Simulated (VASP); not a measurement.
# SnSe (Fm-3m) in VASP: a series of runs

Runs on SnSe. Level: LDA. Tasks: single point.

Everything below comes from runs of VASP 6.6.1. Logs are shortened: lines on timing, memory, paths and dates and some standing lists are left out, and cuts for length are marked.

**1. The cell of the first run**

It takes space group Fm-3m (No. 225, cubic). Conventional cell: a = 5.551 Å, b = 5.551 Å, c = 5.551 Å, α = 90.00°, β = 90.00°, γ = 90.00°. Within 3.7 Å of Sn (site symmetry m-3m) lie 6 Se at 2.78 Å. Se (site symmetry m-3m) has 6 Sn at 2.78 Å within 3.7 Å.

**2. Single point, LDA**

The input, INCAR:

```
SYSTEM = SnSe
PREC = Accurate
ENCUT = 500
EDIFF = 1E-6
ISMEAR = 0
SIGMA = 0.01
LREAL = .FALSE.
LASPH = .TRUE.
NELM = 120
ALGO = Normal
ISIF = 2
LWAVE = .FALSE.
LCHARG = .FALSE.
GGA = CA
NBANDS = 17
GGA_COMPAT = .FALSE.
```

The input, KPOINTS:

```
regular mesh
0
G
  8 8 8
  0 0 0
```

The input, POSCAR:

```
SnSe
1.0
    0.0000000000      2.7756625541      2.7756625541
    2.7756625541      0.0000000000      2.7756625541
    2.7756625541      2.7756625541      0.0000000000
Sn Se
1 1
Direct
    0.0000000000      0.0000000000      0.0000000000
    0.5000000000      0.5000000000      0.5000000000
```

Potentials or basis: VASP PAW LDA potentials, release 64 (Sn_d, Se).

On the command line:

```console
$ cat potpaw_LDA.64/Sn_d/POTCAR potpaw_LDA.64/Se/POTCAR > POTCAR
$ mpirun -np 1 vasp_std > vasp.out
```

OUTCAR:

```text
SYSTEM = SnSe
   PREC = Accurate
   ENCUT = 500
   EDIFF = 1E-6
   ISMEAR = 0
   LREAL = .FALSE.
   LASPH = .TRUE.
   NELM = 120
   ISIF = 2
   GGA = CA

 ion  position               nearest neighbor table
   1  0.000  0.000  0.000-   2 2.78   2 2.78   2 2.78   2 2.78   2 2.78   2 2.78
   2  0.500  0.500  0.500-   1 2.78   1 2.78   1 2.78   1 2.78   1 2.78   1 2.78

  LATTYP: Found a face centered cubic cell.
 ALAT       =     5.5513251082

  Lattice vectors:

 A1 = (   0.0000000000,   2.7756625541,   2.7756625541)
 A2 = (   2.7756625541,   0.0000000000,   2.7756625541)
 A3 = (   2.7756625541,   2.7756625541,   0.0000000000)

Analysis of symmetry for initial positions (statically):
=====================================================================
 Subroutine PRICEL returns:
 Original cell was already a primitive cell.

 Routine SETGRP: Setting up the symmetry group for a
 face centered cubic supercell.

 Subroutine GETGRP returns: Found 48 space group operations
 (whereof 48 operations were pure point group operations)
 out of a pool of 48 trial point group operations.

The static configuration has the point symmetry O_h .

Analysis of symmetry for dynamics (positions and initial velocities):
=====================================================================
 Subroutine PRICEL returns:
 Original cell was already a primitive cell.

 Routine SETGRP: Setting up the symmetry group for a
 face centered cubic supercell.

 Subroutine GETGRP returns: Found 48 space group operations
 (whereof 48 operations were pure point group operations)
 out of a pool of 48 trial point group operations.

The dynamic configuration has the point symmetry O_h .

 Subroutine INISYM returns: Found 48 space group operations
 (whereof 48 operations are pure point group operations),
 and found     1 'primitive' translations

----------------------------------------------------------------------------------------

                                     Primitive cell

  volume of cell :      42.7691

  direct lattice vectors                    reciprocal lattice vectors
     0.000000000  2.775662554  2.775662554    -0.180137171  0.180137171  0.180137171
     2.775662554  0.000000000  2.775662554     0.180137171 -0.180137171  0.180137171
     2.775662554  2.775662554  0.000000000     0.180137171  0.180137171 -0.180137171

  length of vectors
     3.925379629  3.925379629  3.925379629     0.312006732  0.312006732  0.312006732

  position of ions in fractional coordinates (direct lattice)
     0.000000000  0.000000000  0.000000000
     0.500000000  0.500000000  0.500000000

  ion indices of the primitive-cell ions
   primitive index   ion index
                 1           1
                 2           2

----------------------------------------------------------------------------------------

 KPOINTS: regular mesh

Automatic generation of k-mesh.
 Grid dimensions read from file:
 generate k-points for:    8    8    8

 Generating k-lattice:

  Cartesian coordinates                     Fractional coordinates (reciprocal lattice)
    -0.022517146  0.022517146  0.022517146     0.125000000  0.000000000  0.000000000
     0.022517146 -0.022517146  0.022517146     0.000000000  0.125000000  0.000000000
     0.022517146  0.022517146 -0.022517146     0.000000000  0.000000000  0.125000000

  Length of vectors
     0.039000842  0.039000842  0.039000842

  Shift w.r.t. Gamma in fractional coordinates (k-lattice)
     0.000000000  0.000000000  0.000000000

 Subroutine IBZKPT returns following result:
 ===========================================

 Found     29 irreducible k-points:

 Following reciprocal coordinates:
            Coordinates               Weight
  0.000000  0.000000  0.000000      1.000000
  0.125000  0.000000  0.000000      8.000000
  0.250000  0.000000  0.000000      8.000000
  0.375000  0.000000  0.000000      8.000000
  0.500000  0.000000  0.000000      4.000000
  0.125000  0.125000  0.000000      6.000000
[... 16 lines left out ...]
  0.500000  0.250000  0.125000     48.000000
 -0.375000  0.250000  0.125000     24.000000
 [... further k-points ...]
   k-points           NKPTS =     29   k-points in BZ     NKDIM =     29   number of bands    NBANDS=     17
   number of dos      NEDOS =    301   number of ions     NIONS =      2
   total plane-waves  NPLWV =  27000
   dimension x,y,z NGX =    30 NGY =   30 NGZ =   30
   dimension x,y,z NGXF=    60 NGYF=   60 NGZF=   60
   ions per type =               1   1
   NGX,Y,Z   is equivalent  to a cutoff of  12.71, 12.71, 12.71 a.u.
   NGXF,Y,Z  is equivalent  to a cutoff of  25.41, 25.41, 25.41 a.u.
 SYSTEM =  SnSe
   PREC   = accura    normal or accurate (medium, high low for compatibility)
   ISTART =      0    job   : 0-new  1-cont  2-samecut
   ICHARG =      2    charge: 1-file 2-atom 10-const
   ISPIN  =      1    spin polarized calculation?
   LNONCOLLINEAR =      F non collinear calculations
   LSORBIT =      F    spin-orbit coupling
   LASPH  =      T    aspherical Exc in radial PAW
   ENCUT  =  500.0 eV  36.75 Ry    6.06 a.u.   7.16  7.16  7.16*2*pi/ulx,y,z
   NELM   =    120;   NELMIN=  2; NELMDL= -5     # of ELM steps
   EDIFF  = 0.1E-05   stopping-criterion for ELM
   LREAL  =      F    real-space projection
   EDIFFG = 0.1E-04   stopping-criterion for IOM
   NSW    =      0    number of steps for IOM
   IBRION =     -1    ionic relax: 0-MD 1-quasi-New 2-CG
   NFREE  =      0    steps in history (QN), initial steepest desc. (CG)
   ISIF   =      2    stress and relaxation
   ISYM   =      2    0-nonsym 1-usesym 2-fastsym
   POTIM  = 0.5000    time-step for ionic-motion
   TEBEG  =    0.0;   TEEND  =   0.0 temperature during run
   PSTRESS=    0.0 pullay stress
   NELECT =      20.0000    total number of electrons
   NUPDOWN=      -1.0000    fix difference up-down
   EMIN   =  10.00;   EMAX   =-10.00  energy-range for DOS
   EFERMI =   0.00;   METHOD = LEGACY
   ISMEAR =     0;   SIGMA  =   0.01  broadening in eV -4-tet -1-fermi 0-gaus
   EFERMI_NEDOS =   21; number of points for ismear=-14 and -15
   IALGO  =     38    algorithm
   IMIX   =      4    mixing-type and parameters
     AMIX     =   0.40;   BMIX     =  1.00
     AMIX_MAG =   1.60;   BMIX_MAG =  1.00
  volume/ion in A,a.u.               =      21.38       144.31
  Fermi-wavevector in a.u.,A,eV,Ry     =   1.270696  2.401266 21.968880  1.614667
  Thomas-Fermi vector in A             =   2.403669
   LORBIT       =      0    0 simple, 1 ext, 2 COOP (PROOUT), +10 PAW based schemes
   GGA     = CA    functional components
   LHFCALC =     F    Hartree Fock is set to
   AEXX    =    0.0000 exact exchange contribution
   IVDW    =     0    specifies the selected vdW correction
   LEPSILON=     F    determine dielectric tensor
   LRPA    =     F    only Hartree local field effects (RPA)
 non-spin polarized calculation
 Gauss-broadening in eV      SIGMA  =   0.01
  energy-cutoff  :      500.00
  volume of cell :       42.77
 maximum number of plane-waves:      1106
 NGX is ok and might be reduce to    30
   NGX = 15   NGY = 15   NGZ = 15

 number of electron      20.0000005 magnetization

 Free energy of the ion-electron system (eV)
  ---------------------------------------------------
  ext. energy  EPLUGINS =         0.00000000
  ---------------------------------------------------
  free energy    TOTEN  =        -9.14180491 eV

  energy without entropy =       -9.14180491  energy(sigma->0) =       -9.14180491

 E-fermi :   8.9642     XC(G=0): -11.0027

 val. band max:        8.8735764680   @ k =  -0.2500   0.1250   0.0000
 cond. band min:       9.3565953138   @ k =  -0.3750   0.1250   0.0000
 fundamental gap:      0.4830188458
 Fermi energy:         8.9642063802

 k-point     1 :       0.0000    0.0000    0.0000
  band No.  band energies     occupation
      1     -13.1130      2.00000
      2     -13.1130      2.00000
      3     -13.0960      2.00000
      4     -13.0960      2.00000
      5     -13.0960      2.00000
      6      -7.2938      2.00000
[... 9 lines left out ...]
     16      14.0588      0.00000
     17      16.1871      0.00000

 k-point     2 :       0.1250    0.0000    0.0000
  band No.  band energies     occupation
      1     -13.1159      2.00000
      2     -13.1159      2.00000
      3     -13.0954      2.00000
      4     -13.0918      2.00000
      5     -13.0918      2.00000
      6      -7.1279      2.00000
[... 9 lines left out ...]
     16      14.5529      0.00000
     17      17.7446      0.00000

 k-point     3 :       0.2500    0.0000    0.0000
  band No.  band energies     occupation
      1     -13.1244      2.00000
      2     -13.1244      2.00000
      3     -13.0943      2.00000
      4     -13.0800      2.00000
      5     -13.0800      2.00000
      6      -6.6645      2.00000
[... 9 lines left out ...]
     16      15.6757      0.00000
     17      20.7110      0.00000

 k-point     4 :       0.3750    0.0000    0.0000
  band No.  band energies     occupation
      1     -13.1336      2.00000
      2     -13.1336      2.00000
      3     -13.0934      2.00000
      4     -13.0676      2.00000
      5     -13.0676      2.00000
      6      -6.0551      2.00000
[... 9 lines left out ...]
     16      17.3889      0.00000
     17      21.4906      0.00000

 k-point     5 :       0.5000    0.0000    0.0000
  band No.  band energies     occupation
      1     -13.1374      2.00000
      2     -13.1374      2.00000
      3     -13.0932      2.00000
      4     -13.0624      2.00000
      5     -13.0624      2.00000
      6      -5.7217      2.00000
[... 9 lines left out ...]
     16      19.0199      0.00000
     17      19.7346      0.00000

 k-point     6 :       0.1250    0.1250    0.0000
  band No.  band energies     occupation
      1     -13.1233      2.00000
      2     -13.1100      2.00000
      3     -13.0989      2.00000
      4     -13.0892      2.00000
      5     -13.0892      2.00000
      6      -7.0706      2.00000
[... 9 lines left out ...]
     16      15.6037      0.00000
     17      17.2670      0.00000

 k-point     7 :       0.2500    0.1250    0.0000
  band No.  band energies     occupation
      1     -13.1351      2.00000
      2     -13.1124      2.00000
      3     -13.0991      2.00000
      4     -13.0815      2.00000
      5     -13.0784      2.00000
      6      -6.7002      2.00000
[... 9 lines left out ...]
     16      16.5734      0.00000
     17      19.0082      0.00000

 k-point     8 :       0.3750    0.1250    0.0000
  band No.  band energies     occupation
      1     -13.1452      2.00000
      2     -13.1215      2.00000
      3     -13.0950      2.00000
      4     -13.0736      2.00000
      5     -13.0659      2.00000
      6      -6.1215      2.00000
[... 9 lines left out ...]
     16      18.1299      0.00000
     17      21.2785      0.00000
[... 203 lines left out ...]
      1     -13.2062      2.00000
      2     -13.1108      2.00000
      3     -13.0979      2.00000
      4     -13.0526      2.00000
      5     -13.0503      2.00000
      6      -5.2184      2.00000
[... 9 lines left out ...]
     16      20.6834      0.00000
     17      20.8421      0.00000

 k-point    20 :      -0.3750    0.3750    0.0000
  band No.  band energies     occupation
      1     -13.1916      2.00000
      2     -13.1086      2.00000
      3     -13.0987      2.00000
      4     -13.0609      2.00000
      5     -13.0536      2.00000
      6      -5.1351      2.00000
[... 9 lines left out ...]
     16      19.6023      0.00000
     17      22.2411      0.00000

 k-point    21 :       0.5000    0.5000    0.0000
  band No.  band energies     occupation
      1     -13.2190      2.00000
      2     -13.1164      2.00000
      3     -13.0922      2.00000
      4     -13.0470      2.00000
      5     -13.0470      2.00000
      6      -5.1058      2.00000
[... 9 lines left out ...]
     16      21.8717      0.00000
     17      21.8717      0.00000

 k-point    22 :       0.3750    0.2500    0.1250
  band No.  band energies     occupation
      1     -13.1492      2.00000
      2     -13.1141      2.00000
      3     -13.0989      2.00000
      4     -13.0728      2.00000
      5     -13.0704      2.00000
      6      -6.2619      2.00000
[... 9 lines left out ...]
     16      18.5419      0.00000
     17      18.9540      0.00000

 k-point    23 :       0.5000    0.2500    0.1250
  band No.  band energies     occupation
      1     -13.1586      2.00000
      2     -13.1210      2.00000
      3     -13.0921      2.00000
      4     -13.0702      2.00000
      5     -13.0622      2.00000
      6      -5.7073      2.00000
[... 9 lines left out ...]
     16      18.8977      0.00000
     17      20.6245      0.00000

 k-point    24 :      -0.3750    0.2500    0.1250
  band No.  band energies     occupation
      1     -13.1618      2.00000
      2     -13.1246      2.00000
      3     -13.0855      2.00000
      4     -13.0737      2.00000
      5     -13.0580      2.00000
      6      -5.4187      2.00000
[... 9 lines left out ...]
     16      19.9920      0.00000
     17      20.0470      0.00000

 [... further k-points ...]

------------------------ aborting loop because EDIFF is reached ----------------------------------------

  FORCE on cell =-STRESS in cart. coord.  units (eV):
  Direction    XX          YY          ZZ          XY          YZ          ZX
  --------------------------------------------------------------------------------------
  -------------------------------------------------------------------------------------
  Total        4.3516155      4.3516155      4.3516155      0.0000000      0.0000000      0.0000000
  in kB      163.0163248    163.0163248    163.0163248      0.0000000      0.0000000      0.0000000
  external PRESSURE =     163.0163248 kB  Pullay stress =       0.0000000 kB

 VOLUME and BASIS-vectors are now :
 -----------------------------------------------------------------------------
  energy-cutoff  :      500.00
  volume of cell :       42.77
      direct lattice vectors                 reciprocal lattice vectors
     0.000000000  2.775662554  2.775662554    -0.180137171  0.180137171  0.180137171
     2.775662554  0.000000000  2.775662554     0.180137171 -0.180137171  0.180137171
     2.775662554  2.775662554  0.000000000     0.180137171  0.180137171 -0.180137171

 POSITION                                       TOTAL-FORCE (eV/Angst)
 -----------------------------------------------------------------------------------
      0.00000      0.00000      0.00000        -0.000000      0.000000     -0.000000
      2.77566      2.77566      2.77566         0.000000     -0.000000      0.000000
 -----------------------------------------------------------------------------------
    total drift:                               -0.000000      0.000000      0.000000

  FREE ENERGIE OF THE ION-ELECTRON SYSTEM (eV)
  ---------------------------------------------------
  free  energy   TOTEN  =        -9.1418049105 eV

  energy  without entropy=       -9.1418049105  energy(sigma->0) =       -9.14180491
```

Run time: 31 s. Hardware: 1 thread of Intel Xeon Platinum 8375C at 2.90GHz (Ice Lake), shared host; peak memory 0.15 GiB.

What came out:

```
Free energy            : -9.1418 eV
Pressure               : 16.3 GPa
Band gap on the k mesh : 0.48 eV (least direct gap 0.51 eV)
```

Caveat: the cell stands under pressure; spin-orbit coupling is left out, which moves the levels of the heavy elements. A k mesh can miss the band edges.

(Part 1 of 2 ends here.)
